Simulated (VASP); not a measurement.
# BaSrNb4O12 (P4/mmm) in VASP: electric field gradients with PBE

Aim: the electric field gradients of BaSrNb4O12 with PBE.

Everything below comes from runs of VASP 6.6.1. Logs are shortened: lines on timing, memory, paths and dates and some standing lists are left out, and cuts for length are marked.

**1. The cell of the first run**

The structure is tetragonal, space group P4/mmm (No. 123). Conventional cell: a = 5.709 Å, b = 5.709 Å, c = 8.071 Å, α = 90.00°, β = 90.00°, γ = 90.00°. Ba (site symmetry 4/mmm) has 12 O at 2.85 to 2.89 Å and 8 Nb at 3.50 Å within 3.8 Å. Within 3.7 Å of Sr (site symmetry 4/mmm) lie 12 O at 2.82 to 2.85 Å and 8 Nb at 3.49 Å. Nb (site symmetry 2mm) has 6 O at 2.00 to 2.03 Å within 2.7 Å. Within 2.7 Å of O (site symmetry m) lie 2 Nb at 2.02 Å. Within 2.7 Å of O (site symmetry mmm) lie 2 Nb at 2.03 Å. Within 2.7 Å of O (site symmetry mmm) lie 2 Nb at 2.00 Å.

**2. Electric field gradients, PBE**

Input file INCAR:

```
  ALGO = Normal
  EDIFF = 1E-8
  ENCUT = 520
  GGA = PE
  ISIF = 2
  ISMEAR = -1
  LASPH = T
  LCHARG = F
  LEFG = T
  LREAL = Auto
  LWAVE = F
  NBANDS = 87
  NELM = 80
  PREC = Accurate
  SIGMA = 0.02
```

Input file KPOINTS:

```
k-points
0
Gamma
  4 4 3
```

Input file POSCAR:

```
BaSrNb4O12
1.0
    5.7086947700      0.0000000000      0.0000000000
    0.0000000000      5.7086947700      0.0000000000
    0.0000000000      0.0000000000      8.0710907500
Ba Sr Nb O
1 1 4 12
Direct
    0.5000000000      0.5000000000      0.5000000000
    0.0000000000      0.0000000000      0.0000000000
    0.0000000000      0.5000000000      0.7518047800
    0.0000000000      0.5000000000      0.2481952200
    0.5000000000      0.0000000000      0.2481952200
    0.5000000000      0.0000000000      0.7518047800
    0.2478769900      0.2478769900      0.7536047200
    0.2478769900      0.2478769900      0.2463952800
    0.7521230100      0.7521230100      0.7536047200
    0.7521230100      0.7521230100      0.2463952800
    0.7521230100      0.2478769900      0.7536047200
    0.7521230100      0.2478769900      0.2463952800
    0.2478769900      0.7521230100      0.2463952800
    0.2478769900      0.7521230100      0.7536047200
    0.0000000000      0.5000000000      0.5000000000
    0.0000000000      0.5000000000      0.0000000000
    0.5000000000      0.0000000000      0.5000000000
    0.5000000000      0.0000000000      0.0000000000
```

Potentials or basis: VASP PAW PBE potentials, release 64 (Ba_sv, Sr_sv, Nb_sv, O).

Command:

```bash
cat potpaw_PBE.64/Ba_sv/POTCAR potpaw_PBE.64/Sr_sv/POTCAR potpaw_PBE.64/Nb_sv/POTCAR potpaw_PBE.64/O/POTCAR > POTCAR
mpirun -np 1 vasp_std > vasp.out
```

OUTCAR:

```text
EDIFF = 1E-8
   ENCUT = 520
   GGA = PE
   ISIF = 2
   ISMEAR = -1
   LASPH = T
   LREAL = Auto
   NELM = 80
   PREC = Accurate

 ion  position               nearest neighbor table
   1  0.500  0.500  0.500-  15 2.85  17 2.85  17 2.85  15 2.85  11 2.89  12 2.89  13 2.89  14 2.89
                             7 2.89   8 2.89   9 2.89  10 2.89   3 3.50   4 3.50   5 3.50   6 3.50
   2  0.000  0.000  0.000-   7 2.82   8 2.82   9 2.82  10 2.82  11 2.82  12 2.82  13 2.82  14 2.82
                            16 2.85  18 2.85  16 2.85  18 2.85   3 3.49   4 3.49   3 3.49   4 3.49
   3  0.000  0.500  0.752-  16 2.00   9 2.02  11 2.02  14 2.02   7 2.02  15 2.03   2 3.49   2 3.49
                             1 3.50   1 3.50
   4  0.000  0.500  0.248-  16 2.00  10 2.02  12 2.02  13 2.02   8 2.02  15 2.03   2 3.49   2 3.49
                             1 3.50   1 3.50
   5  0.500  0.000  0.248-  18 2.00  10 2.02  12 2.02  13 2.02   8 2.02  17 2.03   2 3.49   2 3.49
                             1 3.50   1 3.50
   6  0.500  0.000  0.752-  18 2.00   9 2.02  11 2.02  14 2.02   7 2.02  17 2.03   2 3.49   2 3.49
                             1 3.50   1 3.50
   7  0.248  0.248  0.754-   3 2.02   6 2.02   2 2.82   1 2.89
   8  0.248  0.248  0.246-   4 2.02   5 2.02   2 2.82   1 2.89
   9  0.752  0.752  0.754-   3 2.02   6 2.02   2 2.82   1 2.89
  10  0.752  0.752  0.246-   4 2.02   5 2.02   2 2.82   1 2.89
  11  0.752  0.248  0.754-   3 2.02   6 2.02   2 2.82   1 2.89
  12  0.752  0.248  0.246-   4 2.02   5 2.02   2 2.82   1 2.89
  13  0.248  0.752  0.246-   4 2.02   5 2.02   2 2.82   1 2.89
  14  0.248  0.752  0.754-   3 2.02   6 2.02   2 2.82   1 2.89
  15  0.000  0.500  0.500-   3 2.03   4 2.03   1 2.85   1 2.85
  16  0.000  0.500  0.000-   3 2.00   4 2.00   2 2.85   2 2.85
  17  0.500  0.000  0.500-   5 2.03   6 2.03   1 2.85   1 2.85
  18  0.500  0.000  0.000-   5 2.00   6 2.00   2 2.85   2 2.85

  LATTYP: Found a simple tetragonal cell.
 ALAT       =     5.7086947700
 C/A-ratio  =     1.4138241884

  Lattice vectors:

 A1 = (   5.7086947700,   0.0000000000,   0.0000000000)
 A2 = (   0.0000000000,   5.7086947700,   0.0000000000)
 A3 = (   0.0000000000,   0.0000000000,   8.0710907500)

Analysis of symmetry for initial positions (statically):
=====================================================================
 Subroutine PRICEL returns:
 Original cell was already a primitive cell.

 Routine SETGRP: Setting up the symmetry group for a
 simple tetragonal supercell.

 Subroutine GETGRP returns: Found 16 space group operations
 (whereof 16 operations were pure point group operations)
 out of a pool of 16 trial point group operations.

The static configuration has the point symmetry D_4h.

Analysis of symmetry for dynamics (positions and initial velocities):
=====================================================================
 Subroutine PRICEL returns:
 Original cell was already a primitive cell.

 Routine SETGRP: Setting up the symmetry group for a
 simple tetragonal supercell.

 Subroutine GETGRP returns: Found 16 space group operations
 (whereof 16 operations were pure point group operations)
 out of a pool of 16 trial point group operations.

The dynamic configuration has the point symmetry D_4h.

 Subroutine INISYM returns: Found 16 space group operations
 (whereof 16 operations are pure point group operations),
 and found     1 'primitive' translations

----------------------------------------------------------------------------------------

                                     Primitive cell

  volume of cell :     263.0304

  direct lattice vectors                    reciprocal lattice vectors
     5.708694770  0.000000000  0.000000000     0.175171390  0.000000000  0.000000000
     0.000000000  5.708694770  0.000000000     0.000000000  0.175171390  0.000000000
     0.000000000  0.000000000  8.071090750     0.000000000  0.000000000  0.123898991

  length of vectors
     5.708694770  5.708694770  8.071090750     0.175171390  0.175171390  0.123898991

  position of ions in fractional coordinates (direct lattice)
     0.500000000  0.500000000  0.500000000
     0.000000000  0.000000000  0.000000000
     0.000000000  0.500000000  0.751804780
     0.000000000  0.500000000  0.248195220
     0.500000000  0.000000000  0.248195220
     0.500000000  0.000000000  0.751804780
[... 10 lines left out ...]
     0.500000000  0.000000000  0.500000000
     0.500000000  0.000000000  0.000000000

  ion indices of the primitive-cell ions
   primitive index   ion index
                 1           1
                 2           2
                 3           3
                 4           4
                 5           5
                 6           6
[... 58 lines left out ...]
   ions per type =               1   1   4  12
   NGX,Y,Z   is equivalent  to a cutoff of  12.23, 12.23, 12.36 a.u.
   NGXF,Y,Z  is equivalent  to a cutoff of  24.46, 24.46, 24.72 a.u.
 SYSTEM =  unknown system
   PREC   = accura    normal or accurate (medium, high low for compatibility)
   ISTART =      0    job   : 0-new  1-cont  2-samecut
   ICHARG =      2    charge: 1-file 2-atom 10-const
   ISPIN  =      1    spin polarized calculation?
   LNONCOLLINEAR =      F non collinear calculations
   LSORBIT =      F    spin-orbit coupling
   LASPH  =      T    aspherical Exc in radial PAW
   ENCUT  =  520.0 eV  38.22 Ry    6.18 a.u.  10.61 10.61 15.01*2*pi/ulx,y,z
   NELM   =     80;   NELMIN=  2; NELMDL= -5     # of ELM steps
   EDIFF  = 0.1E-07   stopping-criterion for ELM
   LREAL  =      T    real-space projection
   EDIFFG = 0.1E-06   stopping-criterion for IOM
   NSW    =      0    number of steps for IOM
   IBRION =     -1    ionic relax: 0-MD 1-quasi-New 2-CG
   NFREE  =      0    steps in history (QN), initial steepest desc. (CG)
   ISIF   =      2    stress and relaxation
   ISYM   =      2    0-nonsym 1-usesym 2-fastsym
   POTIM  = 0.5000    time-step for ionic-motion
   TEBEG  =    0.0;   TEEND  =   0.0 temperature during run
   PSTRESS=    0.0 pullay stress
   NELECT =     144.0000    total number of electrons
   NUPDOWN=      -1.0000    fix difference up-down
   EMIN   =  10.00;   EMAX   =-10.00  energy-range for DOS
   EFERMI =   0.00;   METHOD = LEGACY
   ISMEAR =    -1;   SIGMA  =   0.02  broadening in eV -4-tet -1-fermi 0-gaus
   EFERMI_NEDOS =   21; number of points for ismear=-14 and -15
   IALGO  =     38    algorithm
   IMIX   =      4    mixing-type and parameters
     AMIX     =   0.40;   BMIX     =  1.00
     AMIX_MAG =   1.60;   BMIX_MAG =  1.00
  volume/ion in A,a.u.               =      14.61        98.61
  Fermi-wavevector in a.u.,A,eV,Ry     =   1.339246  2.530808 24.403137  1.793580
  Thomas-Fermi vector in A             =   2.467653
   LORBIT       =      0    0 simple, 1 ext, 2 COOP (PROOUT), +10 PAW based schemes
   GGA     = PE    functional components
   LHFCALC =     F    Hartree Fock is set to
   AEXX    =    0.0000 exact exchange contribution
   IVDW    =     0    specifies the selected vdW correction
   LEPSILON=     F    determine dielectric tensor
   LRPA    =     F    only Hartree local field effects (RPA)
 non-spin polarized calculation
  energy-cutoff  :      520.00
  volume of cell :      263.03
 maximum number of plane-waves:      7114
   NGX = 21   NGY = 21   NGZ = 31

 number of electron     143.9999969 magnetization

 Free energy of the ion-electron system (eV)
  ---------------------------------------------------
  ext. energy  EPLUGINS =         0.00000000
  ---------------------------------------------------
  free energy    TOTEN  =      -154.47812746 eV

  energy without entropy =     -154.47812746  energy(sigma->0) =     -154.47812746

 E-fermi :   3.2732     XC(G=0): -10.0284

 val. band max:        2.7775058197   @ k =   0.0000   0.0000   0.0000
 cond. band min:       4.1632249260   @ k =   0.0000   0.0000   0.0000
 fundamental gap:      1.3857191063
 Fermi energy:         3.2732352641

 k-point     1 :       0.0000    0.0000    0.0000
  band No.  band energies     occupation
      1     -52.3500      2.00000
      2     -52.3480      2.00000
      3     -52.3460      2.00000
      4     -52.3439      2.00000
      5     -30.3725      2.00000
      6     -28.4949      2.00000
[... 1033 lines left out ...]
     83       7.3486      0.00000
     84       7.4008      0.00000
 [bands above 84 left out]

------------------------ aborting loop because EDIFF is reached ----------------------------------------

  FORCE on cell =-STRESS in cart. coord.  units (eV):
  Direction    XX          YY          ZZ          XY          YZ          ZX
  --------------------------------------------------------------------------------------
  -------------------------------------------------------------------------------------
  Total       -7.7198651     -7.7198651     -7.7479996      0.0000000      0.0000000      0.0000000
  in kB      -47.0234424    -47.0234424    -47.1948161      0.0000000      0.0000000      0.0000000
  external PRESSURE =     -47.0805670 kB  Pullay stress =       0.0000000 kB

 VOLUME and BASIS-vectors are now :
 -----------------------------------------------------------------------------
  energy-cutoff  :      520.00
  volume of cell :      263.03
      direct lattice vectors                 reciprocal lattice vectors
     5.708694770  0.000000000  0.000000000     0.175171390  0.000000000  0.000000000
     0.000000000  5.708694770  0.000000000     0.000000000  0.175171390  0.000000000
     0.000000000  0.000000000  8.071090750     0.000000000  0.000000000  0.123898991

 POSITION                                       TOTAL-FORCE (eV/Angst)
 -----------------------------------------------------------------------------------
      2.85435      2.85435      4.03555        -0.000000      0.000000      0.000000
      0.00000      0.00000      0.00000        -0.000000      0.000000      0.000000
      0.00000      2.85435      6.06788        -0.000000      0.000000      0.014157
      0.00000      2.85435      2.00321        -0.000000      0.000000     -0.014157
      2.85435      0.00000      2.00321        -0.000000      0.000000     -0.014157
      2.85435      0.00000      6.06788        -0.000000      0.000000      0.014157
[... 10 lines left out ...]
      2.85435      0.00000      4.03555        -0.000000      0.000000      0.000000
      2.85435      0.00000      0.00000        -0.000000      0.000000      0.000000
 -----------------------------------------------------------------------------------
    total drift:                               -0.000000      0.000000     -0.000000

  FREE ENERGIE OF THE ION-ELECTRON SYSTEM (eV)
  ---------------------------------------------------
  free  energy   TOTEN  =      -154.4781274633 eV

  energy  without entropy=     -154.4781274633  energy(sigma->0) =     -154.47812746

 Electric field gradients (V/A^2)
---------------------------------------------------------------------
 ion       V_xx      V_yy      V_zz      V_xy      V_xz      V_yz
---------------------------------------------------------------------
   1      -6.823    -6.823    13.646     0.000    -0.000     0.000
   2       2.993     2.993    -5.985    -0.000     0.000     0.000
   3       7.267    -6.151    -1.116     0.000    -0.000    -0.000
   4       7.267    -6.151    -1.116    -0.000    -0.000    -0.000
   5      -6.151     7.267    -1.116    -0.000     0.000     0.000
   6      -6.151     7.267    -1.116    -0.000     0.000     0.000
[... 10 lines left out ...]
  17     -25.808     9.069    16.739     0.000    -0.000    -0.000
  18      12.846   -27.005    14.159    -0.000    -0.000    -0.000
---------------------------------------------------------------------

 Electric field gradients after diagonalization (V/A^2)
 (convention: |V_zz| > |V_xx| > |V_yy|)
----------------------------------------------------------------------
 ion       V_xx      V_yy      V_zz     asymmetry (V_yy - V_xx)/ V_zz
----------------------------------------------------------------------
   1      -6.823    -6.823    13.646       0.000
   2       2.993     2.993    -5.985       0.000
   3      -6.151    -1.116     7.267       0.693
   4      -6.151    -1.116     7.267       0.693
   5      -6.151    -1.116     7.267       0.693
   6      -6.151    -1.116     7.267       0.693
[... 10 lines left out ...]
  17      16.739     9.069   -25.808       0.297
  18      14.159    12.846   -27.005       0.049
----------------------------------------------------------------------

           NMR quadrupolar parameters

 Cq : quadrupolar parameter    Cq=e*Q*V_zz/h
 eta: asymmetry parameters     (V_yy - V_xx)/ V_zz
 Q  : nuclear electric quadrupole moment in mb (millibarn)
----------------------------------------------------------------------
 ion       Cq(MHz)       eta       Q (mb)
----------------------------------------------------------------------
   1       0.033       0.000       1.000
   2      -0.014       0.000       1.000
   3       0.018       0.693       1.000
   4       0.018       0.693       1.000
   5       0.018       0.693       1.000
   6       0.018       0.693       1.000
[... 10 lines left out ...]
  17      -0.062       0.297       1.000
  18      -0.065       0.049       1.000
----------------------------------------------------------------------
```

Wall time 8.7 min (1 thread of Intel Xeon Platinum 8259CL at 2.50GHz (Skylake/Cascade Lake), shared host); peak memory 0.43 GiB.

Results:

| Property | Result |
| --- | --- |
| Free energy | -154.4781 eV |
| Pressure | -4.7 GPa |
| Largest force | 0.045 eV/Å |
| Band gap on the k mesh | 1.39 eV, direct |

Forces in eV/Å, atoms in the order of the input:
```
Ba   0.000  0.000  0.000
Sr   0.000  0.000  0.000
Nb   0.000  0.000  0.014
Nb   0.000  0.000 -0.014
Nb   0.000  0.000 -0.014
Nb   0.000  0.000  0.014
O    0.020  0.020  0.035
O    0.020  0.020 -0.035
O   -0.020 -0.020  0.035
O   -0.020 -0.020 -0.035
O   -0.020  0.020  0.035
O   -0.020  0.020 -0.035
O    0.020 -0.020 -0.035
O    0.020 -0.020  0.035
O    0.000  0.000  0.000
O    0.000  0.000  0.000
O    0.000  0.000  0.000
O    0.000  0.000  0.000
```

Levels at points of the mesh, in eV from the valence-band top:
```
           k point  band 70  band 71  band 72  band 73  band 74  band 75
(0.00, 0.00, 0.00)     0.00     0.00     0.00     1.39     1.39     1.39
(0.50, 0.00, 0.00)    -0.63    -0.31    -0.31     2.71     2.76     2.85
(0.50, 0.50, 0.00)    -0.88    -0.03    -0.03     1.52     1.56     3.92
```

Electric field gradients, principal values (V/Å²):
```tsv
atom	least	middle	greatest (by size)
1 Ba	-6.823	-6.823	13.646
2 Sr	2.993	2.993	-5.985
3 Nb	-1.116	-6.151	7.267
4 Nb	-1.116	-6.151	7.267
5 Nb	-1.116	-6.151	7.267
6 Nb	-1.116	-6.151	7.267
7 O	11.233	15.557	-26.790
8 O	11.233	15.557	-26.790
9 O	11.233	15.557	-26.790
10 O	11.233	15.557	-26.790
11 O	11.233	15.557	-26.790
12 O	11.233	15.557	-26.790
13 O	11.233	15.557	-26.790
14 O	11.233	15.557	-26.790
15 O	9.069	16.739	-25.808
16 O	12.846	14.159	-27.005
17 O	9.069	16.739	-25.808
18 O	12.846	14.159	-27.005
```

Caveat: without QUAD_EFG the Cq values of the log hold for a quadrupole moment of 1 mb, not for the nuclei; spin-orbit coupling is left out, which moves the levels of the heavy elements.
